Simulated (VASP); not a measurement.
# Na (P6/mmm) in VASP: a series of runs

The runs below take Na through relaxation of shape and atoms at fixed volume, with PBE.

Program: VASP 6.6.1. These are calculated values, not measurements. Logs are shortened: lines on timing, memory, paths and dates and some standing lists are left out, and cuts for length are marked.

## (1) The cell of the first run

It takes space group P6/mmm (No. 191, hexagonal). Conventional cell: a = 4.838 Å, b = 4.838 Å, c = 2.871 Å, α = 90.00°, β = 90.00°, γ = 120.00°. Na (site symmetry 6/mmm) has 14 Na at 2.87 to 3.14 Å within 3.8 Å. Na (site symmetry -6m2) has 11 Na at 2.79 to 3.14 Å within 3.7 Å.

This isn't the form of Na at room conditions, which is bcc.

## (2) Relaxation of shape and atoms at fixed volume, PBE

Contents of INCAR:

```
SYSTEM = Na
PREC     = Accurate       ! precision mode
ENCUT    = 600            ! plane-wave cutoff, eV
EDIFF    = 1E-6           ! SCF threshold, eV
ISMEAR   = -1             ! smearing method
SIGMA    = 0.08           ! smearing width, eV
LREAL    = .False.        ! projectors in reciprocal space
LASPH    = .True.         ! aspherical terms in the spheres
NELM     = 100            ! most SCF steps
ALGO     = Normal         ! electronic algorithm
ISIF     = 4              ! what is computed and relaxed
LWAVE    = .False.        ! write WAVECAR
LCHARG   = .False.        ! write CHGCAR
GGA      = PE             ! functional
IBRION   = 2              ! ionic algorithm
NSW      = 50             ! ionic steps
EDIFFG   = -0.005         ! ionic threshold
```

Contents of KPOINTS:

```
Automatic mesh
0
Gamma
  6 6 8
  0 0 0
```

Contents of POSCAR:

```
Na
1.0
    4.8377722942      0.0000000000      0.0000000000
   -2.4188861471      4.1896337045      0.0000000000
    0.0000000000      0.0000000000      2.8711885872
Na
3
Direct
    0.0000000000      0.0000000000      0.0000000000
    0.3333333333      0.6666666667      0.5000000000
    0.6666666667      0.3333333333      0.5000000000
```

Potentials or basis: VASP PAW PBE potentials, release 64 (Na_pv).

Command:

```bash
$ cat potpaw_PBE.64/Na_pv/POTCAR > POTCAR
$ mpirun -np 1 vasp_std > vasp.out
```

OUTCAR:

```text
SYSTEM = Na
   PREC = Accurate
   ENCUT = 600
   EDIFF = 1E-6
   ISMEAR = -1
   LREAL = .False.
   LASPH = .True.
   NELM = 100
   ISIF = 4
   GGA = PE
   IBRION = 2
   NSW = 50
   EDIFFG = -0.005

 ion  position               nearest neighbor table
   1  0.000  0.000  0.000-
   2  0.333  0.667  0.500-   3 2.79   3 2.79   3 2.79
   3  0.667  0.333  0.500-   2 2.79   2 2.79   2 2.79

  LATTYP: Found a hexagonal cell.
 ALAT       =     4.8377722942
 C/A-ratio  =     0.5934939498

  Lattice vectors:

 A1 = (   4.8377722942,   0.0000000000,   0.0000000000)
 A2 = (  -2.4188861471,   4.1896337045,   0.0000000000)
 A3 = (   0.0000000000,   0.0000000000,   2.8711885872)

Analysis of symmetry for initial positions (statically):
=====================================================================
 Subroutine PRICEL returns:
 Original cell was already a primitive cell.

 Routine SETGRP: Setting up the symmetry group for a
 hexagonal supercell.

 Subroutine GETGRP returns: Found 24 space group operations
 (whereof 24 operations were pure point group operations)
 out of a pool of 24 trial point group operations.

The static configuration has the point symmetry D_6h.

Analysis of symmetry for dynamics (positions and initial velocities):
=====================================================================
 Subroutine PRICEL returns:
 Original cell was already a primitive cell.

 Routine SETGRP: Setting up the symmetry group for a
 hexagonal supercell.

 Subroutine GETGRP returns: Found 24 space group operations
 (whereof 24 operations were pure point group operations)
 out of a pool of 24 trial point group operations.

The dynamic configuration has the point symmetry D_6h.

 Subroutine INISYM returns: Found 24 space group operations
 (whereof 24 operations are pure point group operations),
 and found     1 'primitive' translations

----------------------------------------------------------------------------------------

                                     Primitive cell

  volume of cell :      58.1947

  direct lattice vectors                    reciprocal lattice vectors
     4.837772294  0.000000000  0.000000000     0.206706711  0.119342175  0.000000000
    -2.418886147  4.189633705  0.000000000     0.000000000  0.238684351  0.000000000
     0.000000000  0.000000000  2.871188587     0.000000000  0.000000000  0.348287815

  length of vectors
     4.837772294  4.837772294  2.871188587     0.238684351  0.238684351  0.348287815

  position of ions in fractional coordinates (direct lattice)
     0.000000000  0.000000000  0.000000000
     0.333333333  0.666666667  0.500000000
     0.666666667  0.333333333  0.500000000

  ion indices of the primitive-cell ions
   primitive index   ion index
                 1           1
                 2           2
                 3           3

----------------------------------------------------------------------------------------

 KPOINTS: Automatic mesh

Automatic generation of k-mesh.
 Grid dimensions read from file:
 generate k-points for:    6    6    8

 Generating k-lattice:

  Cartesian coordinates                     Fractional coordinates (reciprocal lattice)
     0.034451119  0.019890363  0.000000000     0.166666667  0.000000000  0.000000000
     0.000000000  0.039780725  0.000000000     0.000000000  0.166666667  0.000000000
     0.000000000  0.000000000  0.043535977     0.000000000  0.000000000  0.125000000

  Length of vectors
     0.039780725  0.039780725  0.043535977

  Shift w.r.t. Gamma in fractional coordinates (k-lattice)
     0.000000000  0.000000000  0.000000000

 Subroutine IBZKPT returns following result:
 ===========================================

 Found     35 irreducible k-points:

 Following reciprocal coordinates:
            Coordinates               Weight
  0.000000  0.000000  0.000000      1.000000
  0.166667  0.000000  0.000000      6.000000
  0.333333  0.000000  0.000000      6.000000
  0.500000  0.000000  0.000000      3.000000
  0.166667  0.166667  0.000000      6.000000
  0.333333  0.166667  0.000000     12.000000
[... 16 lines left out ...]
  0.166667  0.000000  0.375000     12.000000
  0.333333  0.000000  0.375000     12.000000
 [... further k-points ...]
   k-points           NKPTS =     35   k-points in BZ     NKDIM =     35   number of bands    NBANDS=     14
   number of dos      NEDOS =    301   number of ions     NIONS =      3
   total plane-waves  NPLWV =  38400
   dimension x,y,z NGX =    40 NGY =   40 NGZ =   24
   dimension x,y,z NGXF=    80 NGYF=   80 NGZF=   48
   ions per type =               3
   NGX,Y,Z   is equivalent  to a cutoff of  13.75, 13.75, 13.90 a.u.
   NGXF,Y,Z  is equivalent  to a cutoff of  27.49, 27.49, 27.79 a.u.
 SYSTEM =  Na
   PREC   = accura    normal or accurate (medium, high low for compatibility)
   ISTART =      0    job   : 0-new  1-cont  2-samecut
   ICHARG =      2    charge: 1-file 2-atom 10-const
   ISPIN  =      1    spin polarized calculation?
   LNONCOLLINEAR =      F non collinear calculations
   LSORBIT =      F    spin-orbit coupling
   LASPH  =      T    aspherical Exc in radial PAW
   ENCUT  =  600.0 eV  44.10 Ry    6.64 a.u.   9.66  9.66  5.73*2*pi/ulx,y,z
   NELM   =    100;   NELMIN=  2; NELMDL= -5     # of ELM steps
   EDIFF  = 0.1E-05   stopping-criterion for ELM
   LREAL  =      F    real-space projection
   EDIFFG = -.5E-02   stopping-criterion for IOM
   NSW    =     50    number of steps for IOM
   IBRION =      2    ionic relax: 0-MD 1-quasi-New 2-CG
   NFREE  =      1    steps in history (QN), initial steepest desc. (CG)
   ISIF   =      4    stress and relaxation
   ISYM   =      2    0-nonsym 1-usesym 2-fastsym
   POTIM  = 0.5000    time-step for ionic-motion
   TEBEG  =    0.0;   TEEND  =   0.0 temperature during run
   PSTRESS=    0.0 pullay stress
   NELECT =      21.0000    total number of electrons
   NUPDOWN=      -1.0000    fix difference up-down
   EMIN   =  10.00;   EMAX   =-10.00  energy-range for DOS
   EFERMI =   0.00;   METHOD = LEGACY
   ISMEAR =    -1;   SIGMA  =   0.08  broadening in eV -4-tet -1-fermi 0-gaus
   EFERMI_NEDOS =   21; number of points for ismear=-14 and -15
   IALGO  =     38    algorithm
   IMIX   =      4    mixing-type and parameters
     AMIX     =   0.40;   BMIX     =  1.00
     AMIX_MAG =   1.60;   BMIX_MAG =  1.00
  volume/ion in A,a.u.               =      19.40       130.91
  Fermi-wavevector in a.u.,A,eV,Ry     =   1.165521  2.202516 18.482695  1.358440
  Thomas-Fermi vector in A             =   2.302046
   LORBIT       =      0    0 simple, 1 ext, 2 COOP (PROOUT), +10 PAW based schemes
   GGA     = PE    functional components
   LHFCALC =     F    Hartree Fock is set to
   AEXX    =    0.0000 exact exchange contribution
   IVDW    =     0    specifies the selected vdW correction
   LEPSILON=     F    determine dielectric tensor
   LRPA    =     F    only Hartree local field effects (RPA)
 conjugate gradient relaxation of ions
 non-spin polarized calculation
  energy-cutoff  :      600.00
  volume of cell :       58.19
 maximum number of plane-waves:      1967
 NGX is ok and might be reduce to    40
   NGX = 19   NGY = 19   NGZ = 11

--------------------------------------- Ionic step        1  -------------------------------------------

 number of electron      21.0000004 magnetization

 Free energy of the ion-electron system (eV)
  ---------------------------------------------------
  ext. energy  EPLUGINS =         0.00000000
  ---------------------------------------------------
  free energy    TOTEN  =        -2.24808995 eV

  energy without entropy =       -2.22621190  energy(sigma->0) =       -2.23715093

------------------------ aborting loop because EDIFF is reached ----------------------------------------

  FORCE on cell =-STRESS in cart. coord.  units (eV):
  Direction    XX          YY          ZZ          XY          YZ          ZX
  --------------------------------------------------------------------------------------
  -------------------------------------------------------------------------------------
  Total        6.1734675      6.1734675      5.9533213      0.0000000      0.0000000      0.0000000
  in kB      169.9638456    169.9638456    163.9029260      0.0000000      0.0000000      0.0000000
  external PRESSURE =     167.9435390 kB  Pullay stress =       0.0000000 kB
[... 133 lines left out ...]
  energy  without entropy=       -2.2294036700  energy(sigma->0) =       -2.23914877

--------------------------------------- Ionic step        5  -------------------------------------------

 number of electron      20.9999992 magnetization

 Free energy of the ion-electron system (eV)
  ---------------------------------------------------
  ext. energy  EPLUGINS =         0.00000000
  ---------------------------------------------------
  free energy    TOTEN  =        -2.24982623 eV

  energy without entropy =       -2.22980414  energy(sigma->0) =       -2.23981518

 E-fermi :   3.0880     XC(G=0):  -8.4833

 val. band max:        3.0055165070   @ k =   0.1667   0.1667   0.0000
 cond. band min:       3.2013980141   @ k =   0.1667   0.0000   0.5000
 fundamental gap:      0.1958815071
 Fermi energy:         3.0880288803

 k-point     1 :       0.0000    0.0000    0.0000
  band No.  band energies     occupation
      1     -22.0600      2.00000
      2     -22.0600      2.00000
      3     -21.9243      2.00000
      4     -21.9243      2.00000
      5     -21.8475      2.00000
      6     -21.8065      2.00000
      7     -21.7494      2.00000
      8     -21.7494      2.00000
      9     -21.6959      2.00000
     10      -1.8746      2.00000
     11       5.5814      0.00000
     12       5.5814      0.00000
     13       5.5931      0.00000
     14       5.5931      0.00000
[... 375 lines left out ...]
 k-point    24 :       0.3333    0.0000    0.3750
  band No.  band energies     occupation
      1     -22.0654      2.00000
      2     -22.0432      2.00000
      3     -22.0242      2.00000
      4     -22.0169      2.00000
      5     -21.9253      2.00000
      6     -21.8605      2.00000
      7     -21.8491      2.00000
      8     -21.7578      2.00000
      9     -21.7524      2.00000
     10       1.7490      2.00000
     11       4.2785      0.00000
     12       5.9137      0.00000
     13       6.1820      0.00000
     14       7.5536      0.00000

 [... further k-points ...]
[... 5 lines left out ...]
  --------------------------------------------------------------------------------------
  -------------------------------------------------------------------------------------
  Total        6.0999180      6.0999180      6.0868045      0.0000000      0.0000000     -0.0000000
  in kB      167.9389307    167.9389307    167.5778983      0.0000000      0.0000000     -0.0000000
  external PRESSURE =     167.8185866 kB  Pullay stress =       0.0000000 kB
[... 18 lines left out ...]
  FREE ENERGIE OF THE ION-ELECTRON SYSTEM (eV)
  ---------------------------------------------------
  free  energy   TOTEN  =        -2.2498262268 eV

  energy  without entropy=       -2.2298041374  energy(sigma->0) =       -2.23981518

 reached required accuracy - stopping structural energy minimisation
```

Run time: 29 s. Hardware: 1 thread of Intel Xeon 6975P-C (Granite Rapids), shared host; peak memory 0.19 GiB.

What came out:

- Free energy: -2.2498 eV
- Energy gained by relaxing: 0.6 meV/atom
- Ionic steps: 5
- Pressure after relaxing: 16.8 GPa
- Band gap on the k mesh: zero (an odd number of electrons rules out a gap without spin polarisation)

Step by step:
```tsv
step	energy change (eV)	largest force (eV/Å)	pressure (GPa)	volume (Å³)
1	0.0000	0.0000	16.79	58.19
2	-0.0005	0.0000	16.79	58.19
3	-0.0015	0.0000	16.81	58.19
4	-0.0008	0.0000	16.79	58.19
5	-0.0017	0.0000	16.78	58.19
```

Final structure:
```cif
data_structure
_symmetry_space_group_name_H-M 'P 1'
_symmetry_Int_Tables_number 1
_cell_length_a 4.8713
_cell_length_b 4.8713
_cell_length_c 2.8318
_cell_angle_alpha 90.000
_cell_angle_beta 90.000
_cell_angle_gamma 120.000
_cell_volume 58.19
loop_
_atom_site_label
_atom_site_type_symbol
_atom_site_fract_x
_atom_site_fract_y
_atom_site_fract_z
_atom_site_occupancy
Na1 Na 0.00000 0.00000 0.00000 1
Na2 Na 0.33333 0.66667 0.50000 1
Na3 Na 0.66667 0.33333 0.50000 1
```

## (3) Relaxation of shape and atoms at fixed volume, PBE

This run uses another cell than the first one, of 31.34 Å³/atom.

Contents of INCAR:

```
SYSTEM = Na
  PREC = Accurate
  ENCUT = 600
  EDIFF = 1E-6
  ISMEAR = -1
  SIGMA = 0.08
  LREAL = .False.
  LASPH = .True.
  NELM = 60
  ALGO = Normal
  ISIF = 4
  LWAVE = .False.
  LCHARG = .False.
  GGA = PE
  IBRION = 2
  NSW = 50
  EDIFFG = -0.005
```

KPOINTS is that of step 2.

Contents of POSCAR:

```
Na
1.0
    5.6763705362      0.0000000000      0.0000000000
   -2.8381852681      4.9158810857      0.0000000000
    0.0000000000      0.0000000000      3.3688915702
Na
3
Direct
    0.0000000000      0.0000000000      0.0000000000
    0.3333333333      0.6666666667      0.5000000000
    0.6666666667      0.3333333333      0.5000000000
```

Potentials or basis: VASP PAW PBE potentials, release 64 (Na_pv).

Command:

```bash
$ cat potpaw_PBE.64/Na_pv/POTCAR > POTCAR
$ mpirun -np 1 vasp_std > vasp.out
```

Run time: 30 s. Hardware: 1 thread of Intel Xeon 6975P-C (Granite Rapids), shared host; peak memory 0.24 GiB.

The run converged. Its results:

- Free energy: -3.8226 eV
- Energy gained by relaxing: 0.0 meV/atom
- Ionic steps: 3
- Pressure after relaxing: 1.8 GPa
- Band gap on the k mesh: zero (an odd number of electrons rules out a gap without spin polarisation)

Final structure:
```yaml
crystal:
  lattice:
    - [5.68193, 0.00000, 0.00000]
    - [-2.84096, 4.92069, 0.00000]
    - [0.00000, 0.00000, 3.36231]
  atoms:
    - { symbol: Na, position: [0.00000, 0.00000, 0.00000] }
    - { symbol: Na, position: [0.33333, 0.66667, 0.50000] }
    - { symbol: Na, position: [0.66667, 0.33333, 0.50000] }
```

Levels at points of the mesh, in eV from the Fermi level:
```
           k point  band 6  band 7  band 8  band 9  band 10  band 11  band 12  band 13  band 14
(0.00, 0.00, 0.00)  -24.85  -24.76  -24.76  -24.74    -3.65     2.09     2.09     2.10     2.10
(0.50, 0.00, 0.00)  -24.85  -24.76  -24.76  -24.74    -2.07    -2.06     0.70     1.30     6.34
(0.00, 0.00, 0.50)  -24.86  -24.80  -24.75  -24.75    -0.34    -0.29     4.85     4.85     4.94
(0.50, 0.00, 0.50)  -24.85  -24.80  -24.75  -24.75     0.96     1.00     1.30     1.47     3.70
```
